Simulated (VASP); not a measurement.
Input of a VASP 6.6.1 run:

POSCAR

```
W
1.0
    0.0000000000     -2.0300000000     -2.0300000000
    0.0000000000      2.0300000000     -2.0300000000
    4.0600000000      0.0000000000      0.0000000000
W
2
Direct
    0.5522492695      0.5000000000      0.5000000000
   -0.0522492695      0.0000000000      0.0000000000
```

The input INCAR.step1:

```
PREC = Accurate
ENCUT = 550
ISMEAR = 0
SIGMA = 0.15
LREAL = False
LASPH = True
NELM = 120
NBANDS = 21
GGA = PE
ALGO = Normal
EDIFF = 1E-5
LWAVE = True
LCHARG = False
GGA_COMPAT = False
```

File INCAR.step2:

```
PREC = Accurate
ENCUT = 550
EDIFF = 1E-6
ISMEAR = 0
SIGMA = 0.15
LREAL = False
LASPH = True
NELM = 120
ALGO = Normal
ISIF = 2
LWAVE = False
LCHARG = False
METAGGA = R2SCAN
LMIXTAU = True
NBANDS = 21
ISTART = 1
GGA_COMPAT = False
```

KPOINTS

```
Automatic mesh
0
Gamma
  16 16 12
```

Potentials or basis: VASP PAW PBE potentials, release 64 (W_sv).

Launch:

```sh
$ cat potpaw_PBE.64/W_sv/POTCAR > POTCAR
$ cp INCAR.step1 INCAR
$ mpirun -np 1 vasp_std > vasp.out
$ cp INCAR.step2 INCAR
$ mpirun -np 1 vasp_std > vasp.out
```

Task: What does it give for the band gap on the k mesh?

Result: Zero (bands 14 and 15 overlap by 2.83 eV).

Task: What does it give for the pressure?

Result: -3.4 GPa.

Task: Estimate the largest force.

Result: 0.662 eV/Å.

Forces in eV/Å, atoms in the order of the input:
```
W    0.000  0.468  0.468
W    0.000 -0.468 -0.468
```

Caveat: the cell differs from its parent crystal (atoms displaced along a vibrational mode); the cell stands under tension; the PAW data sets were made with another functional, which shifts forces and pressure a little; spin-orbit coupling is left out, which moves the levels of the heavy elements.
